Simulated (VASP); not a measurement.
Wanted: the native input for a VASP 6.6.1 run.

* Task: single point
* Functional: SVWN5
* Potentials or basis: VASP PAW PBE potentials, release 64 (Te, Sn_d)
* Cutoff: 520 eV
* k mesh: 7 × 7 × 7
* Occupations: fermi-dirac, width 0.05 eV
* Spin: no spin polarisation
* Dipole correction: no
* Further INCAR settings: ALGO = Normal; EDIFF = 1e-07; NBANDS = 17

The structure of SnTe lies in POSCAR:

```
SnTe
1.0
    0.0000000000      3.1508500000      3.1508500000
    3.1508500000      0.0000000000      3.1508500000
    3.1508500000      3.1508500000      0.0000000000
Te Sn
1 1
Direct
    0.5000000000      0.5000000000      0.5000000000
    0.0000000000      0.0000000000      0.0000000000
```

These files were run (other wordings do the same):

INCAR

```
SYSTEM = SnTe
ALGO     = Normal         ! electronic algorithm
EDIFF    = 1E-7           ! SCF threshold, eV
ENCUT    = 520            ! plane-wave cutoff, eV
GGA      = VW             ! functional
ISIF     = 2              ! what is computed and relaxed
ISMEAR   = -1             ! smearing method
LASPH    = .True.         ! aspherical terms in the spheres
LCHARG   = .False.        ! write CHGCAR
LREAL    = .False.        ! projectors in reciprocal space
LWAVE    = .False.        ! write WAVECAR
NBANDS   = 17             ! bands
NELM     = 100            ! most SCF steps
PREC     = Accurate       ! precision mode
SIGMA    = 0.05           ! smearing width, eV
```

KPOINTS

```
k-points
0
Gamma
  7 7 7
  0 0 0
```

Potentials or basis: VASP PAW PBE potentials, release 64 (Te, Sn_d).

Run with:

```sh
$ cat potpaw_PBE.64/Te/POTCAR potpaw_PBE.64/Sn_d/POTCAR > POTCAR
$ mpirun -np 1 vasp_std > vasp.out
```

It gave:

```yaml
Pressure: -1.6 GPa
```

Caveat: the PAW data sets were made with another functional, which shifts forces and pressure a little.

Wall time 21 s on 1 thread of Intel(R) Xeon(R) 6975P-C (Granite Rapids), with other jobs on the host, peak memory 0.17 GiB.
